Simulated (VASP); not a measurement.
# Ti5WC6 (P-3m1) in VASP: further runs

Runs on Ti5WC6. Level: PBE. Tasks: single point.

All numbers are computed with VASP 6.6.1; they aren't measurements. Logs are shortened: lines on timing, memory, paths and dates and some standing lists are left out, and cuts for length are marked.

## (1) The cell of the first run

The structure is trigonal, space group P-3m1 (No. 164). Conventional cell: a = 3.067 Å, b = 3.067 Å, c = 15.048 Å, α = 90.00°, β = 90.00°, γ = 120.00°. Ti (site symmetry 3m) has 6 C at 2.14 to 2.19 Å within 2.8 Å. Ti (site symmetry 3m) has 6 C at 2.15 to 2.19 Å within 2.8 Å. Ti (site symmetry -3m) has 6 C at 2.17 Å within 2.9 Å. W (site symmetry -3m) has 6 C at 2.17 Å within 2.9 Å. C (site symmetry 3m) has 3 W at 2.17 Å and 3 Ti at 2.19 Å within 2.9 Å. C (site symmetry 3m) has 6 Ti at 2.14 to 2.19 Å within 2.8 Å. Within 2.8 Å of C (site symmetry 3m) lie 6 Ti at 2.15 to 2.17 Å.

## (2) Single point, PBE

INCAR reads:

```
  PREC = Accurate
  ENCUT = 520
  EDIFF = 1E-7
  ISMEAR = 0
  SIGMA = 0.1
  LREAL = F
  LASPH = T
  NELM = 100
  ALGO = Normal
  ISIF = 2
  LWAVE = F
  LCHARG = F
  GGA = PE
  NBANDS = 61
```

KPOINTS reads:

```
regular mesh
0
Gamma
  6 6 1
```

POSCAR reads:

```
Ti5WC6
1.0
    3.0670649405     -0.0000000026      0.0000000000
   -1.5335324680      2.6561561548      0.0000000000
    0.0000000000      0.0000000000     15.0480342157
Ti W C
5 1 6
Direct
    0.6666666667      0.3333333333      0.6697290968
    0.3333333333      0.6666666667      0.3302709032
    0.6666666667      0.3333333333      0.1644880224
    0.0000000000      0.0000000000      0.0000000000
    0.3333333333      0.6666666667      0.8355119776
    0.0000000000      0.0000000000      0.5000000000
    0.3333333333      0.6666666667      0.5836570104
    0.6666666667      0.3333333333      0.4163429896
    0.0000000000      0.0000000000      0.2499379470
    0.3333333333      0.6666666667      0.0832654890
    0.6666666667      0.3333333333      0.9167345110
    0.0000000000      0.0000000000      0.7500620530
```

Potentials or basis: VASP PAW PBE potentials, release 64 (Ti_sv, W_sv, C).

Launch:

```console
$ cat potpaw_PBE.64/Ti_sv/POTCAR potpaw_PBE.64/W_sv/POTCAR potpaw_PBE.64/C/POTCAR > POTCAR
$ mpirun -np 1 vasp_std > vasp.out
```

OUTCAR:

```text
PREC = Accurate
   ENCUT = 520
   EDIFF = 1E-7
   ISMEAR = 0
   LREAL = F
   LASPH = T
   NELM = 100
   ISIF = 2
   GGA = PE

 ion  position               nearest neighbor table
   1  0.667  0.333  0.670-  12 2.14  12 2.14  12 2.14   7 2.19   7 2.19   7 2.19   6 3.11   6 3.11
                             6 3.11
   2  0.333  0.667  0.330-   9 2.14   9 2.14   9 2.14   8 2.19   8 2.19   8 2.19   6 3.11   6 3.11
                             6 3.11
   3  0.667  0.333  0.164-  10 2.15  10 2.15  10 2.15   9 2.19   9 2.19   9 2.19
   4  0.000  0.000  0.000-  10 2.17  11 2.17  10 2.17  11 2.17  11 2.17  10 2.17
   5  0.333  0.667  0.836-  11 2.15  11 2.15  11 2.15  12 2.19  12 2.19  12 2.19
   6  0.000  0.000  0.500-   7 2.17   8 2.17   7 2.17   8 2.17   8 2.17   7 2.17   1 3.11   2 3.11
                             2 3.11   1 3.11   2 3.11   1 3.11
   7  0.333  0.667  0.584-   6 2.17   6 2.17   6 2.17   1 2.19   1 2.19   1 2.19
   8  0.667  0.333  0.416-   6 2.17   6 2.17   6 2.17   2 2.19   2 2.19   2 2.19
   9  0.000  0.000  0.250-   2 2.14   2 2.14   2 2.14   3 2.19   3 2.19   3 2.19
  10  0.333  0.667  0.083-   3 2.15   3 2.15   3 2.15   4 2.17   4 2.17   4 2.17
  11  0.667  0.333  0.917-   5 2.15   5 2.15   5 2.15   4 2.17   4 2.17   4 2.17
  12  0.000  0.000  0.750-   1 2.14   1 2.14   1 2.14   5 2.19   5 2.19   5 2.19

  LATTYP: Found a hexagonal cell.
 ALAT       =     3.0670649405
 C/A-ratio  =     4.9063304846

  Lattice vectors:

 A1 = (   3.0670649405,  -0.0000000026,   0.0000000000)
 A2 = (  -1.5335324680,   2.6561561548,   0.0000000000)
 A3 = (   0.0000000000,   0.0000000000,  15.0480342157)

Analysis of symmetry for initial positions (statically):
=====================================================================
 Subroutine PRICEL returns:
 Original cell was already a primitive cell.

 Routine SETGRP: Setting up the symmetry group for a
 hexagonal supercell.

 Subroutine GETGRP returns: Found 12 space group operations
 (whereof 12 operations were pure point group operations)
 out of a pool of 24 trial point group operations.

The static configuration has the point symmetry D_3d.

Analysis of symmetry for dynamics (positions and initial velocities):
=====================================================================
 Subroutine PRICEL returns:
 Original cell was already a primitive cell.

 Routine SETGRP: Setting up the symmetry group for a
 hexagonal supercell.

 Subroutine GETGRP returns: Found 12 space group operations
 (whereof 12 operations were pure point group operations)
 out of a pool of 24 trial point group operations.

The dynamic configuration has the point symmetry D_3d.

 Subroutine INISYM returns: Found 12 space group operations
 (whereof 12 operations are pure point group operations),
 and found     1 'primitive' translations

----------------------------------------------------------------------------------------

                                     Primitive cell

  volume of cell :     122.5904

  direct lattice vectors                    reciprocal lattice vectors
     3.067064940 -0.000000003  0.000000000     0.326044613  0.188241945  0.000000000
    -1.533532468  2.656156155  0.000000000     0.000000000  0.376483890  0.000000000
     0.000000000  0.000000000 15.048034216     0.000000000  0.000000000  0.066453863

  length of vectors
     3.067064940  3.067064940 15.048034216     0.376483890  0.376483890  0.066453863

  position of ions in fractional coordinates (direct lattice)
     0.666666667  0.333333333  0.669729097
     0.333333333  0.666666667  0.330270903
     0.666666667  0.333333333  0.164488022
     0.000000000  0.000000000  0.000000000
     0.333333333  0.666666667  0.835511978
     0.000000000  0.000000000  0.500000000
     0.333333333  0.666666667  0.583657010
     0.666666667  0.333333333  0.416342990
     0.000000000  0.000000000  0.249937947
     0.333333333  0.666666667  0.083265489
     0.666666667  0.333333333  0.916734511
     0.000000000  0.000000000  0.750062053

  ion indices of the primitive-cell ions
   primitive index   ion index
                 1           1
                 2           2
                 3           3
                 4           4
                 5           5
                 6           6
                 7           7
                 8           8
                 9           9
                10          10
                11          11
                12          12

----------------------------------------------------------------------------------------

 KPOINTS: regular mesh

Automatic generation of k-mesh.
 Grid dimensions read from file:
 generate k-points for:    6    6    1

 Generating k-lattice:

  Cartesian coordinates                     Fractional coordinates (reciprocal lattice)
     0.054340769  0.031373657  0.000000000     0.166666667 -0.000000000  0.000000000
     0.000000000  0.062747315  0.000000000     0.000000000  0.166666667  0.000000000
     0.000000000  0.000000000  0.066453863     0.000000000  0.000000000  1.000000000

  Length of vectors
     0.062747315  0.062747315  0.066453863

  Shift w.r.t. Gamma in fractional coordinates (k-lattice)
     0.000000000  0.000000000  0.000000000

 Subroutine IBZKPT returns following result:
 ===========================================

 Found      7 irreducible k-points:

 Following reciprocal coordinates:
            Coordinates               Weight
  0.000000  0.000000  0.000000      1.000000
  0.166667 -0.000000  0.000000      6.000000
  0.333333  0.000000  0.000000      6.000000
  0.500000  0.000000  0.000000      3.000000
  0.166667  0.166667  0.000000      6.000000
  0.333333  0.166667  0.000000     12.000000
  0.333333  0.333333  0.000000      2.000000
   k-points           NKPTS =      7   k-points in BZ     NKDIM =      7   number of bands    NBANDS=     61
   number of dos      NEDOS =    301   number of ions     NIONS =     12
   total plane-waves  NPLWV =  64512
   dimension x,y,z NGX =    24 NGY =   24 NGZ =  112
   dimension x,y,z NGXF=    48 NGYF=   48 NGZF=  224
   ions per type =               5   1   6
   NGX,Y,Z   is equivalent  to a cutoff of  13.01, 13.01, 12.37 a.u.
   NGXF,Y,Z  is equivalent  to a cutoff of  26.02, 26.02, 24.75 a.u.
 SYSTEM =  unknown system
   PREC   = accura    normal or accurate (medium, high low for compatibility)
   ISTART =      0    job   : 0-new  1-cont  2-samecut
   ICHARG =      2    charge: 1-file 2-atom 10-const
   ISPIN  =      1    spin polarized calculation?
   LNONCOLLINEAR =      F non collinear calculations
   LSORBIT =      F    spin-orbit coupling
   LASPH  =      T    aspherical Exc in radial PAW
   ENCUT  =  520.0 eV  38.22 Ry    6.18 a.u.   5.70  5.70 27.98*2*pi/ulx,y,z
   NELM   =    100;   NELMIN=  2; NELMDL= -5     # of ELM steps
   EDIFF  = 0.1E-06   stopping-criterion for ELM
   LREAL  =      F    real-space projection
   EDIFFG = 0.1E-05   stopping-criterion for IOM
   NSW    =      0    number of steps for IOM
   IBRION =     -1    ionic relax: 0-MD 1-quasi-New 2-CG
   NFREE  =      0    steps in history (QN), initial steepest desc. (CG)
   ISIF   =      2    stress and relaxation
   ISYM   =      2    0-nonsym 1-usesym 2-fastsym
   POTIM  = 0.5000    time-step for ionic-motion
   TEBEG  =    0.0;   TEEND  =   0.0 temperature during run
   PSTRESS=    0.0 pullay stress
   NELECT =      98.0000    total number of electrons
   NUPDOWN=      -1.0000    fix difference up-down
   EMIN   =  10.00;   EMAX   =-10.00  energy-range for DOS
   EFERMI =   0.00;   METHOD = LEGACY
   ISMEAR =     0;   SIGMA  =   0.10  broadening in eV -4-tet -1-fermi 0-gaus
   EFERMI_NEDOS =   21; number of points for ismear=-14 and -15
   IALGO  =     38    algorithm
   IMIX   =      4    mixing-type and parameters
     AMIX     =   0.40;   BMIX     =  1.00
     AMIX_MAG =   1.60;   BMIX_MAG =  1.00
  volume/ion in A,a.u.               =      10.22        68.94
  Fermi-wavevector in a.u.,A,eV,Ry     =   1.519374  2.871201 31.409021  2.308498
  Thomas-Fermi vector in A             =   2.628369
   LORBIT       =      0    0 simple, 1 ext, 2 COOP (PROOUT), +10 PAW based schemes
   GGA     = PE    functional components
   LHFCALC =     F    Hartree Fock is set to
   AEXX    =    0.0000 exact exchange contribution
   IVDW    =     0    specifies the selected vdW correction
   LEPSILON=     F    determine dielectric tensor
   LRPA    =     F    only Hartree local field effects (RPA)
 non-spin polarized calculation
 Gauss-broadening in eV      SIGMA  =   0.10
  energy-cutoff  :      520.00
  volume of cell :      122.59
 maximum number of plane-waves:      3332
 NGX is ok and might be reduce to    24
   NGX = 11   NGY = 11   NGZ = 55

 number of electron      97.9999990 magnetization

 Free energy of the ion-electron system (eV)
  ---------------------------------------------------
  ext. energy  EPLUGINS =         0.00000000
  ---------------------------------------------------
  free energy    TOTEN  =      -115.84696131 eV

  energy without entropy =     -115.82774720  energy(sigma->0) =     -115.83735425

 E-fermi :  10.0952     XC(G=0): -12.8762

 val. band max:       10.0791151390   @ k =   0.3333   0.1667   0.0000
 cond. band min:      10.2608555409   @ k =   0.0000   0.0000   0.0000
 fundamental gap:      0.1817404019
 Fermi energy:        10.0951660438

 k-point     1 :       0.0000    0.0000    0.0000
  band No.  band energies     occupation
      1     -64.9362      2.00000
      2     -47.0119      2.00000
      3     -47.0118      2.00000
      4     -46.6559      2.00000
      5     -46.6464      2.00000
      6     -46.5664      2.00000
[... 437 lines left out ...]
     60      12.6868      0.00000
     61      13.2599      0.00000

------------------------ aborting loop because EDIFF is reached ----------------------------------------

  FORCE on cell =-STRESS in cart. coord.  units (eV):
  Direction    XX          YY          ZZ          XY          YZ          ZX
  --------------------------------------------------------------------------------------
  -------------------------------------------------------------------------------------
  Total        0.1381713      0.1381713      0.1401450     -0.0000000     -0.0000000      0.0000000
  in kB        1.8058103      1.8058103      1.8316053     -0.0000000     -0.0000000      0.0000000
  external PRESSURE =       1.8144086 kB  Pullay stress =       0.0000000 kB

 VOLUME and BASIS-vectors are now :
 -----------------------------------------------------------------------------
  energy-cutoff  :      520.00
  volume of cell :      122.59
      direct lattice vectors                 reciprocal lattice vectors
     3.067064940 -0.000000003  0.000000000     0.326044613  0.188241945  0.000000000
    -1.533532468  2.656156155  0.000000000     0.000000000  0.376483890  0.000000000
     0.000000000  0.000000000 15.048034216     0.000000000  0.000000000  0.066453863

 POSITION                                       TOTAL-FORCE (eV/Angst)
 -----------------------------------------------------------------------------------
      1.53353      0.88539     10.07811         0.000000     -0.000000      0.007768
      0.00000      1.77077      4.96993        -0.000000     -0.000000     -0.007768
      1.53353      0.88539      2.47522        -0.000000      0.000000     -0.018381
      0.00000      0.00000      0.00000         0.000000     -0.000000      0.000000
      0.00000      1.77077     12.57281         0.000000      0.000000      0.018381
      0.00000      0.00000      7.52402         0.000000     -0.000000      0.000000
      0.00000      1.77077      8.78289         0.000000     -0.000000      0.010385
      1.53353      0.88539      6.26514         0.000000     -0.000000     -0.010385
      0.00000      0.00000      3.76107         0.000000     -0.000000      0.013959
      0.00000      1.77077      1.25298         0.000000     -0.000000      0.003566
      1.53353      0.88539     13.79505        -0.000000      0.000000     -0.003566
      0.00000      0.00000     11.28696        -0.000000      0.000000     -0.013959
 -----------------------------------------------------------------------------------
    total drift:                                0.000000     -0.000000      0.000000

  FREE ENERGIE OF THE ION-ELECTRON SYSTEM (eV)
  ---------------------------------------------------
  free  energy   TOTEN  =      -115.8469613144 eV

  energy  without entropy=     -115.8277471955  energy(sigma->0) =     -115.83735425
```

Run time: 59 s. Hardware: 1 thread of AMD EPYC 9R45 (Zen 5), shared host; peak memory 0.22 GiB.

What came out:

```yaml
Free_energy: -115.8470 eV
Pressure: 0.2 GPa
Largest_force: 0.018 eV/Å
Band_gap_on_the_k_mesh: zero (bands 49 and 50 overlap by 1.18 eV)
```

Forces in eV/Å, atoms in the order of the input:
```
Ti   0.000  0.000  0.008
Ti   0.000  0.000 -0.008
Ti   0.000  0.000 -0.018
Ti   0.000  0.000  0.000
Ti   0.000  0.000  0.018
W    0.000  0.000  0.000
C    0.000  0.000  0.010
C    0.000  0.000 -0.010
C    0.000  0.000  0.014
C    0.000  0.000  0.004
C    0.000  0.000 -0.004
C    0.000  0.000 -0.014
```

Levels at points of the mesh, in eV from the Fermi level:
```csv
k point,band 46,band 47,band 48,band 49,band 50,band 51,band 52,band 53
"(0.00, 0.00, 0.00)",-0.69,-0.69,0.17,0.66,0.67,0.67,0.76,0.76
"(0.50, 0.00, 0.00)",-1.80,-1.63,-0.88,-0.51,-0.13,0.37,1.51,1.81
```

Caveat: the k points lie up to 0.42 Å⁻¹ apart, too coarse for converged energies and pressures of a metal; spin-orbit coupling is left out, which moves the levels of the heavy elements.

(Continued in part 2 of 2.)

The gap in the log of VASP goes by the Fermi energy; the results here count the filled bands.